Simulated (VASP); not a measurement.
# CsSnI3 (Pm-3m) in VASP: settings compared

CsSnI3 is run at these levels: PBE, r2SCAN; tasks: single point.

All numbers are computed with VASP 6.6.1; they aren't measurements. Logs are shortened: lines on timing, memory, paths and dates and some standing lists are left out, and cuts for length are marked.

## (1) The cell of the first run

Symmetry: Pm-3m, No. 221, cubic system. Conventional cell: a = 6.241 Å, b = 6.241 Å, c = 6.241 Å, α = 90.00°, β = 90.00°, γ = 90.00°. Within 5.8 Å of Cs (site symmetry m-3m) lie 12 I at 4.41 Å and 8 Sn at 5.41 Å. Within 4.1 Å of Sn (site symmetry m-3m) lie 6 I at 3.12 Å. Within 4.1 Å of I (site symmetry 4/mmm) lie 2 Sn at 3.12 Å.

## (2) Single point, PBE

INCAR reads:

```
SYSTEM = CsSnI3
PREC = Accurate
ENCUT = 520
EDIFF = 1E-6
ISMEAR = 0
SIGMA = 0.01
LREAL = .FALSE.
LASPH = .TRUE.
NELM = 60
ALGO = Normal
ISIF = 2
LWAVE = .FALSE.
LCHARG = .FALSE.
GGA = PE
NBANDS = 30
```

KPOINTS reads:

```
regular mesh
0
G
  4 4 4
  0 0 0
```

POSCAR reads:

```
CsSnI3
1.0
    6.2414001385      0.0000000000      0.0000000000
    0.0000000000      6.2414001385      0.0000000000
    0.0000000000      0.0000000000      6.2414001385
Cs Sn I
1 1 3
Direct
    0.0000000000      0.0000000000      0.0000000000
    0.5000000000      0.5000000000      0.5000000000
    0.0000000000      0.5000000000      0.5000000000
    0.5000000000      0.0000000000      0.5000000000
    0.5000000000      0.5000000000      0.0000000000
```

Potentials or basis: VASP PAW PBE potentials, release 64 (Cs_sv, Sn_d, I).

Launch:

```
cat potpaw_PBE.64/Cs_sv/POTCAR potpaw_PBE.64/Sn_d/POTCAR potpaw_PBE.64/I/POTCAR > POTCAR
mpirun -np 1 vasp_std > vasp.out
```

OUTCAR:

```text
SYSTEM = CsSnI3
   PREC = Accurate
   ENCUT = 520
   EDIFF = 1E-6
   ISMEAR = 0
   LREAL = .FALSE.
   LASPH = .TRUE.
   NELM = 60
   ISIF = 2
   GGA = PE

 ion  position               nearest neighbor table
   1  0.000  0.000  0.000-
   2  0.500  0.500  0.500-   3 3.12   4 3.12   5 3.12   5 3.12   4 3.12   3 3.12
   3  0.000  0.500  0.500-   2 3.12   2 3.12
   4  0.500  0.000  0.500-   2 3.12   2 3.12
   5  0.500  0.500  0.000-   2 3.12   2 3.12

  LATTYP: Found a simple cubic cell.
 ALAT       =     6.2414001385

  Lattice vectors:

 A1 = (   6.2414001385,   0.0000000000,   0.0000000000)
 A2 = (   0.0000000000,   6.2414001385,   0.0000000000)
 A3 = (   0.0000000000,   0.0000000000,   6.2414001385)

Analysis of symmetry for initial positions (statically):
=====================================================================
 Subroutine PRICEL returns:
 Original cell was already a primitive cell.

 Routine SETGRP: Setting up the symmetry group for a
 simple cubic supercell.

 Subroutine GETGRP returns: Found 48 space group operations
 (whereof 48 operations were pure point group operations)
 out of a pool of 48 trial point group operations.

The static configuration has the point symmetry O_h .

Analysis of symmetry for dynamics (positions and initial velocities):
=====================================================================
 Subroutine PRICEL returns:
 Original cell was already a primitive cell.

 Routine SETGRP: Setting up the symmetry group for a
 simple cubic supercell.

 Subroutine GETGRP returns: Found 48 space group operations
 (whereof 48 operations were pure point group operations)
 out of a pool of 48 trial point group operations.

The dynamic configuration has the point symmetry O_h .

 Subroutine INISYM returns: Found 48 space group operations
 (whereof 48 operations are pure point group operations),
 and found     1 'primitive' translations

----------------------------------------------------------------------------------------

                                     Primitive cell

  volume of cell :     243.1342

  direct lattice vectors                    reciprocal lattice vectors
     6.241400139  0.000000000  0.000000000     0.160220460  0.000000000  0.000000000
     0.000000000  6.241400139  0.000000000     0.000000000  0.160220460  0.000000000
     0.000000000  0.000000000  6.241400139     0.000000000  0.000000000  0.160220460

  length of vectors
     6.241400139  6.241400139  6.241400139     0.160220460  0.160220460  0.160220460

  position of ions in fractional coordinates (direct lattice)
     0.000000000  0.000000000  0.000000000
     0.500000000  0.500000000  0.500000000
     0.000000000  0.500000000  0.500000000
     0.500000000  0.000000000  0.500000000
     0.500000000  0.500000000  0.000000000

  ion indices of the primitive-cell ions
   primitive index   ion index
                 1           1
                 2           2
                 3           3
                 4           4
                 5           5

----------------------------------------------------------------------------------------

 KPOINTS: regular mesh

Automatic generation of k-mesh.
 Grid dimensions read from file:
 generate k-points for:    4    4    4

 Generating k-lattice:

  Cartesian coordinates                     Fractional coordinates (reciprocal lattice)
     0.040055115  0.000000000  0.000000000     0.250000000  0.000000000  0.000000000
     0.000000000  0.040055115  0.000000000     0.000000000  0.250000000  0.000000000
     0.000000000  0.000000000  0.040055115     0.000000000  0.000000000  0.250000000

  Length of vectors
     0.040055115  0.040055115  0.040055115

  Shift w.r.t. Gamma in fractional coordinates (k-lattice)
     0.000000000  0.000000000  0.000000000

 Subroutine IBZKPT returns following result:
 ===========================================

 Found     10 irreducible k-points:

 Following reciprocal coordinates:
            Coordinates               Weight
  0.000000  0.000000  0.000000      1.000000
  0.250000  0.000000  0.000000      6.000000
  0.500000  0.000000  0.000000      3.000000
  0.250000  0.250000  0.000000     12.000000
  0.500000  0.250000  0.000000     12.000000
  0.500000  0.500000  0.000000      3.000000
  0.250000  0.250000  0.250000      8.000000
  0.500000  0.250000  0.250000     12.000000
  0.500000  0.500000  0.250000      6.000000
  0.500000  0.500000  0.500000      1.000000
   k-points           NKPTS =     10   k-points in BZ     NKDIM =     10   number of bands    NBANDS=     30
   number of dos      NEDOS =    301   number of ions     NIONS =      5
   total plane-waves  NPLWV = 110592
   dimension x,y,z NGX =    48 NGY =   48 NGZ =   48
   dimension x,y,z NGXF=    96 NGYF=   96 NGZF=   96
   ions per type =               1   1   3
   NGX,Y,Z   is equivalent  to a cutoff of  12.79, 12.79, 12.79 a.u.
   NGXF,Y,Z  is equivalent  to a cutoff of  25.57, 25.57, 25.57 a.u.
 SYSTEM =  CsSnI3
   PREC   = accura    normal or accurate (medium, high low for compatibility)
   ISTART =      0    job   : 0-new  1-cont  2-samecut
   ICHARG =      2    charge: 1-file 2-atom 10-const
   ISPIN  =      1    spin polarized calculation?
   LNONCOLLINEAR =      F non collinear calculations
   LSORBIT =      F    spin-orbit coupling
   LASPH  =      T    aspherical Exc in radial PAW
   ENCUT  =  520.0 eV  38.22 Ry    6.18 a.u.  11.60 11.60 11.60*2*pi/ulx,y,z
   NELM   =     60;   NELMIN=  2; NELMDL= -5     # of ELM steps
   EDIFF  = 0.1E-05   stopping-criterion for ELM
   LREAL  =      F    real-space projection
   EDIFFG = 0.1E-04   stopping-criterion for IOM
   NSW    =      0    number of steps for IOM
   IBRION =     -1    ionic relax: 0-MD 1-quasi-New 2-CG
   NFREE  =      0    steps in history (QN), initial steepest desc. (CG)
   ISIF   =      2    stress and relaxation
   ISYM   =      2    0-nonsym 1-usesym 2-fastsym
   POTIM  = 0.5000    time-step for ionic-motion
   TEBEG  =    0.0;   TEEND  =   0.0 temperature during run
   PSTRESS=    0.0 pullay stress
   NELECT =      44.0000    total number of electrons
   NUPDOWN=      -1.0000    fix difference up-down
   EMIN   =  10.00;   EMAX   =-10.00  energy-range for DOS
   EFERMI =   0.00;   METHOD = LEGACY
   ISMEAR =     0;   SIGMA  =   0.01  broadening in eV -4-tet -1-fermi 0-gaus
   EFERMI_NEDOS =   21; number of points for ismear=-14 and -15
   IALGO  =     38    algorithm
   IMIX   =      4    mixing-type and parameters
     AMIX     =   0.40;   BMIX     =  1.00
     AMIX_MAG =   1.60;   BMIX_MAG =  1.00
  volume/ion in A,a.u.               =      48.63       328.15
  Fermi-wavevector in a.u.,A,eV,Ry     =   0.925999  1.749884 11.666636  0.857474
  Thomas-Fermi vector in A             =   2.051914
   LORBIT       =      0    0 simple, 1 ext, 2 COOP (PROOUT), +10 PAW based schemes
   GGA     = PE    functional components
   LHFCALC =     F    Hartree Fock is set to
   AEXX    =    0.0000 exact exchange contribution
   IVDW    =     0    specifies the selected vdW correction
   LEPSILON=     F    determine dielectric tensor
   LRPA    =     F    only Hartree local field effects (RPA)
 non-spin polarized calculation
 Gauss-broadening in eV      SIGMA  =   0.01
  energy-cutoff  :      520.00
  volume of cell :      243.13
 maximum number of plane-waves:      6619
 NGX is ok and might be reduce to    48
   NGX = 23   NGY = 23   NGZ = 23

 number of electron      43.9999979 magnetization

 Free energy of the ion-electron system (eV)
  ---------------------------------------------------
  ext. energy  EPLUGINS =         0.00000000
  ---------------------------------------------------
  free energy    TOTEN  =       -13.96351258 eV

  energy without entropy =      -13.96351258  energy(sigma->0) =      -13.96351258

 E-fermi :   2.7995     XC(G=0):  -7.4527

 val. band max:        2.6917537910   @ k =   0.5000   0.5000   0.5000
 cond. band min:       3.0686188105   @ k =   0.5000   0.5000   0.5000
 fundamental gap:      0.3768650195
 Fermi energy:         2.7994707339

 k-point     1 :       0.0000    0.0000    0.0000
  band No.  band energies     occupation
      1     -19.5653      2.00000
      2     -19.4046      2.00000
      3     -19.4046      2.00000
      4     -19.3870      2.00000
      5     -19.3870      2.00000
      6     -19.3870      2.00000
[... 22 lines left out ...]
     29       7.3444      0.00000
     30       7.3444      0.00000

 k-point     2 :       0.2500    0.0000    0.0000
  band No.  band energies     occupation
      1     -19.5651      2.00000
      2     -19.4046      2.00000
      3     -19.4039      2.00000
      4     -19.3871      2.00000
      5     -19.3871      2.00000
      6     -19.3870      2.00000
[... 22 lines left out ...]
     29       6.6949      0.00000
     30       7.2857      0.00000

 k-point     3 :       0.5000    0.0000    0.0000
  band No.  band energies     occupation
      1     -19.5649      2.00000
      2     -19.4046      2.00000
      3     -19.4032      2.00000
      4     -19.3871      2.00000
      5     -19.3871      2.00000
      6     -19.3870      2.00000
[... 22 lines left out ...]
     29       7.0187      0.00000
     30       7.0986      0.00000

 k-point     4 :       0.2500    0.2500    0.0000
  band No.  band energies     occupation
      1     -19.5649      2.00000
      2     -19.4042      2.00000
      3     -19.4035      2.00000
      4     -19.3871      2.00000
      5     -19.3871      2.00000
      6     -19.3871      2.00000
[... 154 lines left out ...]
     29       7.3504      0.00000
     30       7.3521      0.00000

 k-point     9 :       0.5000    0.5000    0.2500
  band No.  band energies     occupation
      1     -19.5644      2.00000
      2     -19.4032      2.00000
      3     -19.4025      2.00000
      4     -19.3873      2.00000
      5     -19.3872      2.00000
      6     -19.3872      2.00000
[... 22 lines left out ...]
     29       7.0465      0.00000
     30       7.6268      0.00000

 k-point    10 :       0.5000    0.5000    0.5000
  band No.  band energies     occupation
      1     -19.5643      2.00000
      2     -19.4025      2.00000
      3     -19.4025      2.00000
      4     -19.3873      2.00000
      5     -19.3873      2.00000
      6     -19.3873      2.00000
[... 22 lines left out ...]
     29       6.7594      0.00000
     30       7.9291      0.00000

------------------------ aborting loop because EDIFF is reached ----------------------------------------

  FORCE on cell =-STRESS in cart. coord.  units (eV):
  Direction    XX          YY          ZZ          XY          YZ          ZX
  --------------------------------------------------------------------------------------
  -------------------------------------------------------------------------------------
  Total        0.7433737      0.7433737      0.7433737      0.0000000      0.0000000      0.0000000
  in kB        4.8985969      4.8985969      4.8985969      0.0000000      0.0000000      0.0000000
  external PRESSURE =       4.8985969 kB  Pullay stress =       0.0000000 kB

 VOLUME and BASIS-vectors are now :
 -----------------------------------------------------------------------------
  energy-cutoff  :      520.00
  volume of cell :      243.13
      direct lattice vectors                 reciprocal lattice vectors
     6.241400139  0.000000000  0.000000000     0.160220460  0.000000000  0.000000000
     0.000000000  6.241400139  0.000000000     0.000000000  0.160220460  0.000000000
     0.000000000  0.000000000  6.241400139     0.000000000  0.000000000  0.160220460

 POSITION                                       TOTAL-FORCE (eV/Angst)
 -----------------------------------------------------------------------------------
      0.00000      0.00000      0.00000         0.000000      0.000000      0.000000
      3.12070      3.12070      3.12070         0.000000      0.000000      0.000000
      0.00000      3.12070      3.12070         0.000000      0.000000      0.000000
      3.12070      0.00000      3.12070         0.000000      0.000000      0.000000
      3.12070      3.12070      0.00000         0.000000      0.000000      0.000000
 -----------------------------------------------------------------------------------
    total drift:                                0.000000     -0.000000     -0.000000

  FREE ENERGIE OF THE ION-ELECTRON SYSTEM (eV)
  ---------------------------------------------------
  free  energy   TOTEN  =       -13.9635125825 eV

  energy  without entropy=      -13.9635125825  energy(sigma->0) =      -13.96351258
```

Run time: 68 s. Hardware: 1 thread of Intel Xeon Platinum 8488C (Sapphire Rapids), shared host; peak memory 0.35 GiB.

Results:

```yaml
Free_energy: -13.9635 eV
Pressure: 0.5 GPa
Band_gap_on_the_k_mesh: 0.38 eV, direct
```

Caveat: spin-orbit coupling is left out, which moves the levels of the heavy elements. A k mesh can miss the band edges.

## (3) Single point, PBE

INCAR reads:

```
ALGO = Normal ; EDIFF = 1E-7
ENCUT = 520 ; GGA = PE
ISIF = 2 ; ISMEAR = 0
LASPH = True ; LCHARG = False
LREAL = False ; LWAVE = False
NBANDS = 30 ; NELM = 60
PREC = Accurate ; SIGMA = 0.01
```

KPOINTS reads:

```
k-points
0
Gamma
  4 4 4
```

POSCAR is that of step 2.

Potentials or basis: VASP PAW PBE potentials, release 64 (Cs_sv, Sn_d, I).

Launch:

```
cat potpaw_PBE.64/Cs_sv/POTCAR potpaw_PBE.64/Sn_d/POTCAR potpaw_PBE.64/I/POTCAR > POTCAR
mpirun -np 1 vasp_std > vasp.out
```

OUTCAR:

```text
EDIFF = 1E-7
   ENCUT = 520
   GGA = PE
   ISIF = 2
   ISMEAR = 0
   LASPH = True
   LREAL = False
   NELM = 60
   PREC = Accurate

 ion  position               nearest neighbor table
   1  0.000  0.000  0.000-
   2  0.500  0.500  0.500-   3 3.12   4 3.12   5 3.12   5 3.12   4 3.12   3 3.12
   3  0.000  0.500  0.500-   2 3.12   2 3.12
   4  0.500  0.000  0.500-   2 3.12   2 3.12
   5  0.500  0.500  0.000-   2 3.12   2 3.12

  LATTYP: Found a simple cubic cell.
 ALAT       =     6.2414001385

  Lattice vectors:

 A1 = (   6.2414001385,   0.0000000000,   0.0000000000)
 A2 = (   0.0000000000,   6.2414001385,   0.0000000000)
 A3 = (   0.0000000000,   0.0000000000,   6.2414001385)

Analysis of symmetry for initial positions (statically):
=====================================================================
 Subroutine PRICEL returns:
 Original cell was already a primitive cell.

 Routine SETGRP: Setting up the symmetry group for a
 simple cubic supercell.

[... 155 lines left out ...]

  energy without entropy =      -13.96351257  energy(sigma->0) =      -13.96351257

 E-fermi :   2.7995     XC(G=0):  -7.4527

 val. band max:        2.6917638017   @ k =   0.5000   0.5000   0.5000
 cond. band min:       3.0686294429   @ k =   0.5000   0.5000   0.5000
 fundamental gap:      0.3768656413
 Fermi energy:         2.7994692719

 k-point     1 :       0.0000    0.0000    0.0000
  band No.  band energies     occupation
      1     -19.5653      2.00000
      2     -19.4045      2.00000
      3     -19.4045      2.00000
      4     -19.3870      2.00000
      5     -19.3870      2.00000
      6     -19.3870      2.00000
[... 319 lines left out ...]
     29       6.7594      0.00000
     30       7.9291      0.00000

------------------------ aborting loop because EDIFF is reached ----------------------------------------

  FORCE on cell =-STRESS in cart. coord.  units (eV):
  Direction    XX          YY          ZZ          XY          YZ          ZX
  --------------------------------------------------------------------------------------
  -------------------------------------------------------------------------------------
  Total        0.7439656      0.7439656      0.7439656      0.0000000      0.0000000     -0.0000000
  in kB        4.9024972      4.9024972      4.9024972      0.0000000      0.0000000     -0.0000000
  external PRESSURE =       4.9024972 kB  Pullay stress =       0.0000000 kB

 VOLUME and BASIS-vectors are now :
 -----------------------------------------------------------------------------
  energy-cutoff  :      520.00
  volume of cell :      243.13
      direct lattice vectors                 reciprocal lattice vectors
     6.241400139  0.000000000  0.000000000     0.160220460  0.000000000  0.000000000
     0.000000000  6.241400139  0.000000000     0.000000000  0.160220460  0.000000000
     0.000000000  0.000000000  6.241400139     0.000000000  0.000000000  0.160220460

 POSITION                                       TOTAL-FORCE (eV/Angst)
 -----------------------------------------------------------------------------------
      0.00000      0.00000      0.00000         0.000000      0.000000      0.000000
      3.12070      3.12070      3.12070         0.000000      0.000000      0.000000
      0.00000      3.12070      3.12070         0.000000      0.000000      0.000000
      3.12070      0.00000      3.12070         0.000000      0.000000      0.000000
      3.12070      3.12070      0.00000         0.000000      0.000000      0.000000
 -----------------------------------------------------------------------------------
    total drift:                                0.000000     -0.000000     -0.000000

  FREE ENERGIE OF THE ION-ELECTRON SYSTEM (eV)
  ---------------------------------------------------
  free  energy   TOTEN  =       -13.9635125722 eV

  energy  without entropy=      -13.9635125722  energy(sigma->0) =      -13.96351257
```

stdout:

```text
POSCAR found type information on POSCAR CsSnI
 POSCAR found :  3 types and       5 ions
 scaLAPACK will be used
 LDA part: xc-table for (Slater+PW92), standard interpolation
 POSCAR, INCAR and KPOINTS ok, starting setup
 FFT: planning ... GRIDC
 FFT: planning ... GRID_SOFT
 FFT: planning ... GRID
 WAVECAR not read
 entering main loop
```

Run time: 70 s. Hardware: 1 thread of Intel Xeon Platinum 8488C (Sapphire Rapids), shared host; peak memory 0.35 GiB.

Results:

```
Free energy            : -13.9635 eV
Pressure               : 0.5 GPa
Band gap on the k mesh : 0.38 eV, direct
```

Caveat: spin-orbit coupling is left out, which moves the levels of the heavy elements. A k mesh can miss the band edges.

## (4) Single point, r2SCAN

POSCAR is that of step 3.

INCAR.step1 reads:

```
SYSTEM = CsSnI3
ALGO = Normal
EDIFF = 1E-4
ENCUT = 520
GGA = PE
ISMEAR = 0
LASPH = .True.
LCHARG = .False.
LREAL = .False.
LWAVE = .True.
NBANDS = 30
NELM = 60
PREC = Accurate
SIGMA = 0.01
```

INCAR.step2 reads:

```
SYSTEM = CsSnI3
ALGO = Normal
EDIFF = 1E-7
ENCUT = 520
ISIF = 2
ISMEAR = 0
ISTART = 1
LASPH = .True.
LCHARG = .False.
LMIXTAU = .True.
LREAL = .False.
LWAVE = .False.
METAGGA = R2SCAN
NBANDS = 30
NELM = 60
PREC = Accurate
SIGMA = 0.01
```

KPOINTS reads:

```
k-points
0
Gamma
  4 4 4
  0 0 0
```

Launch:

```
cat potpaw_PBE.64/Cs_sv/POTCAR potpaw_PBE.64/Sn_d/POTCAR potpaw_PBE.64/I/POTCAR > POTCAR
cp INCAR.step1 INCAR
mpirun -np 1 vasp_std > vasp.out
cp INCAR.step2 INCAR
mpirun -np 1 vasp_std > vasp.out
```

Wall time 2.9 min (1 thread of Intel Xeon Platinum 8488C (Sapphire Rapids), shared host); peak memory 0.4 GiB.

The run converged. Its results:

| Property | Result |
| --- | --- |
| Free energy | -128.6317 eV |
| Pressure | 0.0 GPa |
| Band gap on the k mesh | 0.50 eV, direct |

Levels at points of the mesh, in eV from the valence-band top:
```tsv
k point	band 20	band 21	band 22	band 23	band 24	band 25
(0.00, 0.00, 0.00)	-2.35	-2.35	-2.35	2.60	3.42	3.42
(0.50, 0.00, 0.00)	-2.47	-2.47	-1.68	1.23	4.12	4.26
(0.50, 0.50, 0.00)	-2.72	-1.92	-0.83	0.92	0.92	4.21
(0.50, 0.50, 0.50)	-1.90	-1.90	0.00	0.50	0.50	0.50
```

Caveat: the PAW data sets were made with another functional, which shifts forces and pressure a little; spin-orbit coupling is left out, which moves the levels of the heavy elements. r2SCAN opens gaps a little over a GGA but as a rule still falls short of measured ones.
